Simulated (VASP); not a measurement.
The system is MgSnSb2.

```
Mg Sb Sn
1.0
     4.66042    0.00000    0.00000
     0.00000    4.66042    0.00000
     0.00000    0.00000    6.58496
Mg Sb Sn
1 2 1
Cartesian
  0.0000 0.0000 0.0000
  0.0000 2.3302 1.5869
  2.3302 0.0000 4.9981
  2.3302 2.3302 3.2925
```

* Program: VASP 6.6.1
* Task: relaxation of cell and atoms
* Functional: PBEsol
* Potentials or basis: VASP PAW PBE potentials, release 64 (Mg, Sb, Sn_d)
* Cutoff: 600 eV
* k mesh: 6 × 6 × 4
* Occupations: fermi-dirac, width 0.02 eV
* Spin: no spin polarisation

At the start: pressure -1.5 GPa; volume 35.76 Å³/atom.

Q: How do energy, volume and symmetry change on relaxing?

A: Over 10 steps the energy falls by 6.8 meV/atom and the volume is 34.36 Å³/atom (-3.9 %); space group P-4m2 (No. 115, to 0.1 Å) before and after.

The path:
| step | energy change (eV) | largest force (eV/Å) | pressure (GPa) | volume (Å³) |
| --- | --- | --- | --- | --- |
| 1 | 0.0000 | 0.1001 | -1.47 | 143.02 |
| 2 | -0.0259 | 0.0042 | 0.34 | 136.33 |
| 3 | -0.0271 | 0.0148 | 0.01 | 137.43 |
| 4 | -0.0271 | 0.0167 | -0.03 | 137.54 |
| 5 | -0.0272 | 0.0145 | -0.02 | 137.54 |
| 6 | -0.0273 | 0.0075 | -0.03 | 137.55 |
| 7 | -0.0272 | 0.0065 | -0.03 | 137.57 |
| 8 | -0.0273 | 0.0033 | -0.02 | 137.56 |
| 9 | -0.0273 | 0.0014 | 0.04 | 137.38 |
| 10 | -0.0273 | 0.0006 | 0.00 | 137.46 |

Final structure:
```xyz
4
Lattice="4.5896 0.0000 0.0000 0.0000 4.5896 0.0000 0.0000 0.0000 6.5257" Properties=species:S:1:pos:R:3 pbc="T T T"
Mg    0.0000    0.0000    0.0000
Sb    4.5896    2.2948    1.5807
Sb    2.2948    0.0000    4.9450
Sn    2.2948    2.2948    3.2628
```

Caveat: the PAW data sets were made with another functional, which shifts forces and pressure a little.
